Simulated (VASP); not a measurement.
# H (P1) in VASP: further runs

H is run at these levels: PBE; tasks: single point.

Program: VASP 6.6.1. These are calculated values, not measurements. Logs are shortened: lines on timing, memory, paths and dates and some standing lists are left out, and cuts for length are marked.

**1. The cell of the first run**

The typed cell holds 4 atoms: a = 3.649 Å, b = 3.578 Å, c = 4.112 Å, α = 89.27°, β = 89.46°, γ = 88.60°.

**2. Single point, PBE**

INCAR reads:

```
ALGO = Normal ; EDIFF = 1E-6
ENCUT = 520 ; GGA = PE
ISIF = 2 ; ISMEAR = 0
LASPH = T ; LCHARG = F
LREAL = F ; LWAVE = F
NBANDS = 10 ; NELM = 100
PREC = Accurate ; SIGMA = 0.02
```

KPOINTS reads:

```
k-points
0
Gamma
  1 1 1
```

POSCAR reads:

```
H
1.0
    2.6106004258     -2.5489972608      0.0171045564
    2.5611606291      2.4984677729      0.0231136646
    0.0317472335      0.0048479850      4.1122446782
H
4
Direct
    0.9670020716      0.0132667702      0.0564372334
    0.4541963689      0.5721292699      0.4012082280
    0.5369673576      0.4431455253      0.4925972676
    0.0792056082      0.9373123850      0.9117002412
```

Potentials or basis: VASP PAW PBE potentials, release 64 (H).

On the command line:

```console
cat potpaw_PBE.64/H/POTCAR > POTCAR
mpirun -np 1 vasp_gam > vasp.out
```

OUTCAR:

```text
EDIFF = 1E-6
   ENCUT = 520
   GGA = PE
   ISIF = 2
   ISMEAR = 0
   LASPH = T
   LREAL = F
   NELM = 100
   PREC = Accurate

 ion  position               nearest neighbor table
   1  0.967  0.013  0.056-   4 0.77
   2  0.454  0.572  0.401-   3 0.66
   3  0.537  0.443  0.493-   2 0.66
   4  0.079  0.937  0.912-   1 0.77

  LATTYP: Found a triclinic cell.
 ALAT       =     5.4163700223
 B/A-ratio  =     0.6605986721
 C/A-ratio  =     1.0102706775
 COS(alpha) =     0.0066143854
 COS(beta)  =     0.5702144879
 COS(gamma) =     0.6508736415

  Lattice vectors:

 A1 = (   2.5294133956,   2.4936197879,  -4.0891310136)
 A2 = (   2.5611606291,   2.4984677729,   0.0231136646)
 A3 = (   2.5788531923,  -2.5538452458,  -4.0951401218)

Analysis of symmetry for initial positions (statically):
=====================================================================
 Subroutine PRICEL returns:
 Original cell was already a primitive cell.

 Routine SETGRP: Setting up the symmetry group for a
 triclinic supercell.

 Subroutine GETGRP returns: Found  1 space group operations
 (whereof  1 operations were pure point group operations)
 out of a pool of  2 trial point group operations.

The static configuration has the point symmetry C_1 .

Analysis of symmetry for dynamics (positions and initial velocities):
=====================================================================
 Subroutine PRICEL returns:
 Original cell was already a primitive cell.

 Routine SETGRP: Setting up the symmetry group for a
 triclinic supercell.

 Subroutine GETGRP returns: Found  1 space group operations
 (whereof  1 operations were pure point group operations)
 out of a pool of  2 trial point group operations.

The dynamic configuration has the point symmetry C_1 .

 Subroutine INISYM returns: Found  1 space group operations
 (whereof  1 operations are pure point group operations),
 and found     1 'primitive' translations

----------------------------------------------------------------------------------------

                                     Primitive cell

  volume of cell :      53.6652

  direct lattice vectors                    reciprocal lattice vectors
     2.610600426 -2.548997261  0.017104556     0.191450087 -0.196242519 -0.001246674
     2.561160629  2.498467773  0.023113665     0.195325686  0.200034539 -0.001743771
     0.031747233  0.004847985  4.112244678    -0.001894187 -0.000308077  0.243191178

  length of vectors
     3.648686638  3.578046845  4.112370081     0.274163850  0.279587162  0.243198750

  position of ions in fractional coordinates (direct lattice)
     0.967002072  0.013266770  0.056437233
     0.454196369  0.572129270  0.401208228
     0.536967358  0.443145525  0.492597268
     0.079205608  0.937312385  0.911700241

  ion indices of the primitive-cell ions
   primitive index   ion index
                 1           1
                 2           2
                 3           3
                 4           4

----------------------------------------------------------------------------------------

 KPOINTS: k-points

Automatic generation of k-mesh.
 Grid dimensions read from file:
 generate k-points for:    1    1    1

 Generating k-lattice:

  Cartesian coordinates                     Fractional coordinates (reciprocal lattice)
     0.191450087 -0.196242519 -0.001246674     1.000000000  0.000000000  0.000000000
     0.195325686  0.200034539 -0.001743771    -0.000000000  1.000000000  0.000000000
    -0.001894187 -0.000308077  0.243191178    -0.000000000 -0.000000000  1.000000000

  Length of vectors
     0.274163850  0.279587162  0.243198750

  Shift w.r.t. Gamma in fractional coordinates (k-lattice)
     0.000000000  0.000000000  0.000000000

 Subroutine IBZKPT returns following result:
 ===========================================

 Found      1 irreducible k-points:

 Following reciprocal coordinates:
            Coordinates               Weight
  0.000000  0.000000  0.000000      1.000000
   k-points           NKPTS =      1   k-points in BZ     NKDIM =      1   number of bands    NBANDS=     10
   number of dos      NEDOS =    301   number of ions     NIONS =      4
   total plane-waves  NPLWV =  25088
   dimension x,y,z NGX =    28 NGY =   28 NGZ =   32
   dimension x,y,z NGXF=    56 NGYF=   56 NGZF=   64
   ions per type =               4
   NGX,Y,Z   is equivalent  to a cutoff of  12.76, 13.01, 12.94 a.u.
   NGXF,Y,Z  is equivalent  to a cutoff of  25.52, 26.02, 25.87 a.u.
 SYSTEM =  unknown system
   PREC   = accura    normal or accurate (medium, high low for compatibility)
   ISTART =      0    job   : 0-new  1-cont  2-samecut
   ICHARG =      2    charge: 1-file 2-atom 10-const
   ISPIN  =      1    spin polarized calculation?
   LNONCOLLINEAR =      F non collinear calculations
   LSORBIT =      F    spin-orbit coupling
   LASPH  =      T    aspherical Exc in radial PAW
   ENCUT  =  520.0 eV  38.22 Ry    6.18 a.u.   6.78  6.65  7.65*2*pi/ulx,y,z
   NELM   =    100;   NELMIN=  2; NELMDL= -5     # of ELM steps
   EDIFF  = 0.1E-05   stopping-criterion for ELM
   LREAL  =      F    real-space projection
   EDIFFG = 0.1E-04   stopping-criterion for IOM
   NSW    =      0    number of steps for IOM
   IBRION =     -1    ionic relax: 0-MD 1-quasi-New 2-CG
   NFREE  =      0    steps in history (QN), initial steepest desc. (CG)
   ISIF   =      2    stress and relaxation
   ISYM   =      2    0-nonsym 1-usesym 2-fastsym
   POTIM  = 0.5000    time-step for ionic-motion
   TEBEG  =    0.0;   TEEND  =   0.0 temperature during run
   PSTRESS=    0.0 pullay stress
   NELECT =       4.0000    total number of electrons
   NUPDOWN=      -1.0000    fix difference up-down
   EMIN   =  10.00;   EMAX   =-10.00  energy-range for DOS
   EFERMI =   0.00;   METHOD = LEGACY
   ISMEAR =     0;   SIGMA  =   0.02  broadening in eV -4-tet -1-fermi 0-gaus
   EFERMI_NEDOS =   21; number of points for ismear=-14 and -15
   IALGO  =     38    algorithm
   IMIX   =      4    mixing-type and parameters
     AMIX     =   0.40;   BMIX     =  1.00
     AMIX_MAG =   1.60;   BMIX_MAG =  1.00
  volume/ion in A,a.u.               =      13.42        90.54
  Fermi-wavevector in a.u.,A,eV,Ry     =   0.688965  1.301956  6.458321  0.474673
  Thomas-Fermi vector in A             =   1.769916
   LORBIT       =      0    0 simple, 1 ext, 2 COOP (PROOUT), +10 PAW based schemes
   GGA     = PE    functional components
   LHFCALC =     F    Hartree Fock is set to
   AEXX    =    0.0000 exact exchange contribution
   IVDW    =     0    specifies the selected vdW correction
   LEPSILON=     F    determine dielectric tensor
   LRPA    =     F    only Hartree local field effects (RPA)
 non-spin polarized calculation
 Gauss-broadening in eV      SIGMA  =   0.02
  energy-cutoff  :      520.00
  volume of cell :       53.67
 maximum number of plane-waves:       727
 NGX is ok and might be reduce to    28
   NGX = 13   NGY = 13   NGZ = 15

 number of electron       3.9999999 magnetization

 Free energy of the ion-electron system (eV)
  ---------------------------------------------------
  ext. energy  EPLUGINS =         0.00000000
  ---------------------------------------------------
  free energy    TOTEN  =       -14.29880552 eV

  energy without entropy =      -14.29880552  energy(sigma->0) =      -14.29880552

 E-fermi :  -8.7782     XC(G=0):  -5.1265

 val. band max:       -8.9172456434   @ k =   0.0000   0.0000   0.0000
 cond. band min:       2.9507741448   @ k =   0.0000   0.0000   0.0000
 fundamental gap:     11.8680197882
 Fermi energy:        -8.7782477309

 k-point     1 :       0.0000    0.0000    0.0000
  band No.  band energies     occupation
      1     -10.7891      2.00000
      2      -8.9172      2.00000
      3       2.9508      0.00000
      4       3.9035      0.00000
      5       4.9520      0.00000
      6       6.9088      0.00000
      7       6.9371      0.00000
      8       8.4641      0.00000
      9      10.9659      0.00000
     10      11.6052      0.00000

------------------------ aborting loop because EDIFF is reached ----------------------------------------

  FORCE on cell =-STRESS in cart. coord.  units (eV):
  Direction    XX          YY          ZZ          XY          YZ          ZX
  --------------------------------------------------------------------------------------
  -------------------------------------------------------------------------------------
  Total       -2.2661595      0.0481998      0.7540467      0.2116930     -1.3949531     -0.3870422
  in kB      -67.6563650      1.4390077     22.5121221      6.3201094    -41.6464309    -11.5551733
  external PRESSURE =     -14.5684117 kB  Pullay stress =       0.0000000 kB

 VOLUME and BASIS-vectors are now :
 -----------------------------------------------------------------------------
  energy-cutoff  :      520.00
  volume of cell :       53.67
      direct lattice vectors                 reciprocal lattice vectors
     2.610600426 -2.548997261  0.017104556     0.191450087 -0.196242519 -0.001246674
     2.561160629  2.498467773  0.023113665     0.195325686  0.200034539 -0.001743771
     0.031747233  0.004847985  4.112244678    -0.001894187 -0.000308077  0.243191178

 POSITION                                       TOTAL-FORCE (eV/Angst)
 -----------------------------------------------------------------------------------
      2.56023     -2.43147      0.24893         0.016891      0.042632     -0.166783
      2.66378      0.27365      1.67086         0.801284      3.743715     -2.540326
      2.55241     -0.25916      2.04511        -0.806875     -3.814527      2.630845
      2.63633      2.14437      3.77215        -0.011299      0.028180      0.076264
 -----------------------------------------------------------------------------------
    total drift:                                0.000079     -0.000024      0.000036

  FREE ENERGIE OF THE ION-ELECTRON SYSTEM (eV)
  ---------------------------------------------------
  free  energy   TOTEN  =       -14.2988055221 eV

  energy  without entropy=      -14.2988055221  energy(sigma->0) =      -14.29880552
```

It took 4.4 s on 1 thread of AMD EPYC 7R43 (Zen 3), shared host; peak memory 0.11 GiB.

What came out:

```
Free energy            : -14.2988 eV
Pressure               : -1.5 GPa
Largest force          : 4.704 eV/Å
Band gap on the k mesh : 11.87 eV
```

Forces on the atoms (eV/Å):
```
H    0.017  0.043 -0.167
H    0.801  3.744 -2.540
H   -0.807 -3.815  2.631
H   -0.011  0.028  0.076
```

Caveat: the k points lie up to 1.76 Å⁻¹ apart; forces of over 1 eV/Å act on the atoms, so gaps and moduli don't describe the material at rest.

**3. Single point, PBE**

INCAR reads:

```
  ALGO = Normal
  EDIFF = 1E-6
  ENCUT = 520
  GGA = PE
  ISIF = 2
  ISMEAR = 0
  LASPH = True
  LCHARG = False
  LREAL = False
  LWAVE = False
  NBANDS = 10
  NELM = 60
  PREC = Accurate
  SIGMA = 0.02
```

KPOINTS reads:

```
k-points
0
Gamma
  2 2 2
```

POSCAR is that of step 2.

Potentials or basis: VASP PAW PBE potentials, release 64 (H).

On the command line:

```console
cat potpaw_PBE.64/H/POTCAR > POTCAR
mpirun -np 1 vasp_std > vasp.out
```

It took 6.8 s on 1 thread of AMD EPYC 7R43 (Zen 3), shared host; peak memory 0.11 GiB.

It converged, with:

```yaml
Free_energy: -13.3874 eV
Pressure: 2.4 GPa
Largest_force: 4.193 eV/Å
Band_gap_on_the_k_mesh: 9.14 eV, indirect (least direct gap 9.51 eV)
```

Forces on the atoms (eV/Å):
```
H    0.080 -0.369 -0.479
H    0.695  3.365 -2.379
H   -0.697 -3.374  2.391
H   -0.078  0.378  0.467
```

Stress tensor (GPa, compression positive):
```
 0.39  1.25 -0.65
 1.25  4.95 -4.45
-0.65 -4.45  1.81
```

Levels at points of the mesh, in eV from the valence-band top:
```tsv
k point	band 1	band 2	band 3	band 4	band 5
(0.00, 0.00, 0.00)	-1.93	0.00	11.69	12.77	13.71
(0.50, 0.00, 0.00)	-1.13	-0.53	10.61	11.37	14.07
(0.00, 0.50, 0.00)	-1.08	-0.50	10.68	11.27	13.71
(0.50, 0.50, 0.00)	-0.85	-0.23	9.67	10.65	14.46
(0.00, 0.00, 0.50)	-1.29	-0.65	10.31	11.52	15.56
(0.50, 0.00, 0.50)	-1.00	-0.39	9.20	9.75	16.04
(0.00, 0.50, 0.50)	-0.95	-0.37	9.14	9.94	15.96
(0.50, 0.50, 0.50)	-0.76	-0.14	10.98	11.50	12.68
```

Caveat: the k points lie up to 0.88 Å⁻¹ apart; forces of over 1 eV/Å act on the atoms, so gaps and moduli don't describe the material at rest. Expect the measured gap to be larger: semilocal functionals such as PBE lack the derivative discontinuity.

**4. Single point, PBE**

INCAR reads:

```
SYSTEM = H
PREC = Accurate
ENCUT = 520
EDIFF = 1E-6
ISMEAR = 0
SIGMA = 0.02
LREAL = .FALSE.
LASPH = .TRUE.
NELM = 100
ALGO = Normal
ISIF = 2
LWAVE = .FALSE.
LCHARG = .TRUE.
GGA = PE
LELF = .TRUE.
LVHAR = .TRUE.
NBANDS = 10
```

KPOINTS reads:

```
regular mesh
0
G
  4 4 2
  0 0 0
```

POSCAR is that of step 3.

On the command line:

```console
cat potpaw_PBE.64/H/POTCAR > POTCAR
mpirun -np 1 vasp_std > vasp.out
```

Wall time 14 s (1 thread of AMD EPYC 7R43 (Zen 3), shared host); peak memory 0.11 GiB.

The run converged. Its results:

- Free energy: -13.3979 eV
- Pressure: 2.3 GPa
- Largest force: 4.210 eV/Å
- Band gap on the k mesh: 9.15 eV, indirect (least direct gap 9.52 eV)

Forces in eV/Å, atoms in the order of the input:
```
H    0.078 -0.355 -0.470
H    0.699  3.378 -2.384
H   -0.701 -3.388  2.400
H   -0.076  0.364  0.454
```

Stress tensor (GPa, compression positive):
```
 0.19  1.22 -0.67
 1.22  4.81 -4.45
-0.67 -4.45  1.89
```

Levels at points of the mesh, in eV from the valence-band top:
```tsv
k point	band 1	band 2	band 3	band 4	band 5	band 6	band 7
(0.00, 0.00, 0.00)	-1.93	0.00	11.69	12.78	13.71	15.64	15.82
(0.50, 0.00, 0.00)	-1.13	-0.53	10.62	11.38	14.07	14.84	17.38
(0.00, 0.50, 0.00)	-1.08	-0.50	10.69	11.27	13.72	15.28	17.38
(0.50, 0.50, 0.00)	-0.85	-0.23	9.67	10.66	14.46	15.76	16.01
(0.00, 0.00, 0.50)	-1.29	-0.65	10.31	11.52	15.57	16.00	17.57
(0.50, 0.00, 0.50)	-1.00	-0.39	9.20	9.76	16.04	16.43	17.40
(0.00, 0.50, 0.50)	-0.95	-0.37	9.15	9.94	15.97	16.27	16.78
(0.50, 0.50, 0.50)	-0.75	-0.14	10.99	11.50	12.68	12.94	13.12
```

Caveat: the k points lie up to 0.76 Å⁻¹ apart; forces of over 1 eV/Å act on the atoms, so gaps and moduli don't describe the material at rest.

**5. Single point, PBE**

INCAR reads:

```
SYSTEM = H
  ALGO = Normal
  EDIFF = 1E-6
  ENCUT = 520
  GGA = PE
  ISIF = 2
  ISMEAR = 0
  LASPH = .True.
  LCHARG = .False.
  LREAL = .False.
  LWAVE = .False.
  NBANDS = 10
  NELM = 100
  PREC = Accurate
  SIGMA = 0.02
```

KPOINTS reads:

```
k-points
0
Gamma
  4 4 4
  0 0 0
```

POSCAR is that of step 4.

On the command line:

```console
cat potpaw_PBE.64/H/POTCAR > POTCAR
mpirun -np 1 vasp_std > vasp.out
```

Run time: 24 s. Hardware: 1 thread of AMD EPYC 7R43 (Zen 3), shared host; peak memory 0.12 GiB.

The run converged. Its results:

| Item | Value |
| --- | --- |
| Free energy | -13.3983 eV |
| Pressure | 2.3 GPa |
| Largest force | 4.210 eV/Å |
| Band gap on the k mesh | 9.15 eV, indirect (least direct gap 9.52 eV) |

Forces on the atoms (eV/Å):
```
H    0.078 -0.354 -0.469
H    0.699  3.377 -2.383
H   -0.701 -3.387  2.399
H   -0.076  0.365  0.453
```

Stress tensor (GPa, compression positive):
```
 0.20  1.22 -0.67
 1.22  4.83 -4.45
-0.67 -4.45  1.86
```

Levels at points of the mesh, in eV from the valence-band top:
| k point | band 1 | band 2 | band 3 | band 4 | band 5 | band 6 | band 7 |
| --- | --- | --- | --- | --- | --- | --- | --- |
| (0.00, 0.00, 0.00) | -1.93 | 0.00 | 11.69 | 12.78 | 13.71 | 15.64 | 15.82 |
| (0.50, 0.00, 0.00) | -1.12 | -0.53 | 10.62 | 11.38 | 14.07 | 14.84 | 17.38 |
| (0.00, 0.50, 0.00) | -1.07 | -0.50 | 10.69 | 11.27 | 13.72 | 15.28 | 17.38 |
| (0.50, 0.50, 0.00) | -0.85 | -0.23 | 9.67 | 10.66 | 14.46 | 15.76 | 16.01 |
| (0.00, 0.00, 0.50) | -1.29 | -0.65 | 10.31 | 11.52 | 15.57 | 16.00 | 17.57 |
| (0.50, 0.00, 0.50) | -1.00 | -0.39 | 9.20 | 9.76 | 16.04 | 16.43 | 17.40 |
| (0.00, 0.50, 0.50) | -0.95 | -0.37 | 9.15 | 9.94 | 15.97 | 16.27 | 16.78 |
| (0.50, 0.50, 0.50) | -0.75 | -0.14 | 10.99 | 11.50 | 12.68 | 12.94 | 13.12 |

Caveat: the k points lie up to 0.44 Å⁻¹ apart; forces of over 1 eV/Å act on the atoms, so gaps and moduli don't describe the material at rest. As with any semilocal functional, this PBE gap is likely too small.

**6. Single point, PBE (atoms moved at random and the cell strained at random)**

INCAR reads:

```
SYSTEM = H
ALGO     = Normal         ! electronic algorithm
EDIFF    = 1E-7           ! SCF threshold, eV
ENCUT    = 520            ! plane-wave cutoff, eV
GGA      = PE             ! functional
ISIF     = 2              ! what is computed and relaxed
ISMEAR   = 0              ! smearing method
LASPH    = .True.         ! aspherical terms in the spheres
LCHARG   = .False.        ! write CHGCAR
LREAL    = .False.        ! projectors in reciprocal space
LWAVE    = .False.        ! write WAVECAR
NBANDS   = 10             ! bands
NELM     = 100            ! most SCF steps
PREC     = Accurate       ! precision mode
SIGMA    = 0.02           ! smearing width, eV
```

KPOINTS reads:

```
k-points
0
Gamma
  6 6 6
  0 0 0
```

POSCAR is that of step 5.

Potentials or basis: VASP PAW PBE potentials, release 64 (H).

On the command line:

```console
cat potpaw_PBE.64/H/POTCAR > POTCAR
mpirun -np 1 vasp_std > vasp.out
```

Run time: 54 s. Hardware: 1 thread of AMD EPYC 7R43 (Zen 3), shared host; peak memory 0.14 GiB.

The run converged. Its results:

| Property | Result |
| --- | --- |
| Free energy | -13.3983 eV |
| Pressure | 2.3 GPa |
| Largest force | 4.209 eV/Å |
| Band gap on the k mesh | 9.15 eV, indirect (least direct gap 9.52 eV) |

Forces on the atoms (eV/Å):
```
H    0.077 -0.354 -0.469
H    0.699  3.376 -2.383
H   -0.700 -3.387  2.399
H   -0.076  0.365  0.453
```

Stress tensor (GPa, compression positive):
```
 0.20  1.22 -0.67
 1.22  4.83 -4.45
-0.67 -4.45  1.86
```

Levels at points of the mesh, in eV from the valence-band top:
```csv
k point,band 1,band 2,band 3,band 4,band 5,band 6,band 7
"(0.00, 0.00, 0.00)",-1.93,0.00,11.69,12.78,13.71,15.64,15.82
"(0.50, 0.00, 0.00)",-1.12,-0.53,10.62,11.38,14.07,14.84,17.38
"(0.00, 0.50, 0.00)",-1.07,-0.50,10.69,11.27,13.72,15.28,17.38
"(0.50, 0.50, 0.00)",-0.85,-0.23,9.67,10.66,14.46,15.76,16.01
"(0.00, 0.00, 0.50)",-1.29,-0.65,10.31,11.52,15.57,16.00,17.57
"(0.50, 0.00, 0.50)",-1.00,-0.39,9.20,9.76,16.04,16.43,17.40
"(0.00, 0.50, 0.50)",-0.95,-0.37,9.15,9.94,15.97,16.27,16.78
"(0.50, 0.50, 0.50)",-0.75,-0.14,10.99,11.51,12.68,12.94,13.12
```

Caveat: the cell differs from its parent crystal (atoms moved at random and the cell strained at random); forces of over 1 eV/Å act on the atoms, so gaps and moduli don't describe the material at rest. A k mesh can miss the band edges.

**7. Overview**

```tsv
k mesh	gap on the mesh (eV)	pressure (GPa)	largest force (eV/Å)
1 × 1 × 1	11.87	-1.5	4.70
2 × 2 × 2	9.14	2.4	4.19
4 × 4 × 2	9.15	2.3	4.21
4 × 4 × 4	9.15	2.3	4.21
6 × 6 × 6	9.15	2.3	4.21
```

Alike in all rows: task single point; level PBE; potentials or basis VASP PAW PBE potentials, release 64 (H); no spin polarisation; cell as given; cutoff (eV) 520; smearing gaussian 0.02 eV.

Caveats: some runs use coarse meshes; forces of over 1 eV/Å act on the atoms, so gaps and moduli don't describe the material at rest.

Total energies depend on the potentials used, so only differences within one code and one set of settings carry meaning.
